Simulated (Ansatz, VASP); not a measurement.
## Ir4Pt3 in VASP and in Ansatz

```
Ir Pt
1.0
     5.13128    0.00000    0.00000
     0.00000    5.13128    0.00000
     0.00000    0.00000    5.13128
Ir Pt
4 3
Direct
  0.50000 0.00000 0.00000
  0.00000 0.50000 0.00000
  0.00000 0.00000 0.50000
  0.00000 0.00000 0.00000
  0.00000 0.50000 0.50000
  0.50000 0.00000 0.50000
  0.50000 0.50000 0.00000
```

Alike in both runs: functional PBE; k mesh 3 × 3 × 3; occupations gaussian, width 0.2 eV; no spin polarisation.

Ansatz relaxed the structure, and its values are those at the end. VASP's run is a single point on that final structure, the one shown.

|  | VASP | Ansatz |
| --- | --- | --- |
| version | VASP 6.6.1 | Ansatz 0.2.0 |
| potentials or method | VASP PAW PBE potentials, release 64 (Ir, Pt), cutoff 500 eV | scalar-relativistic, plane waves, PAW |
| valence electrons in the cell | 66 | 122 |

Ansatz gave:

* gap on the k mesh at the Fermi level (eV): none
* pressure (GPa): -0.6

Problem. What did VASP give for the same quantities?

Solution. gap on the k mesh at the Fermi level (eV): none; pressure (GPa): -0.8.

A gap of «none» marks a metal or a gap that the smearing closes. The functional is the same, so the differences come from potentials, cutoffs and numerics. VASP's potentials hold 66 valence electrons a cell and Ansatz's 122, so a difference there can come from the potentials and not from the codes.

The k mesh is coarse, so the values compare programs but aren't converged. Spin-orbit coupling is off throughout.
